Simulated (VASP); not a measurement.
Crystal: PbS.

```xyz
2
Lattice="0.0000 2.9257 2.9257 2.9257 0.0000 2.9257 2.9257 2.9257 0.0000" Properties=species:S:1:pos:R:3 pbc="T T T"
Pb    0.0000    0.0000    0.0000
S     2.9257    2.9257    2.9257
```

Base run:

| Item | Value |
| --- | --- |
| Program | VASP 6.6.1 |
| Functional | revPBE |
| Dispersion | D3(BJ) |
| Potentials or basis | VASP PAW PBE potentials, release 64 (Pb_d, S) |
| Cutoff | 520 eV |
| k mesh | 8 × 8 × 8 |
| Occupations | fermi-dirac, width 0.05 eV |
| Spin | no spin polarisation |

Its results: band gap on the k mesh 0.27 eV; pressure 1.9 GPa.

The run is repeated on the same cell with these changes: functional from revPBE to BLYP; dispersion from D3(BJ) to D4. What comes out?

Band gap on the k mesh 0.33 eV; pressure 4.7 GPa.

Several settings changed at once.

Caveats: the PAW data sets were made with another functional, which shifts forces and pressure a little; spin-orbit coupling is left out, which moves the levels of the heavy elements; the cell stands under pressure (at least some runs).

A k mesh can miss the band edges.
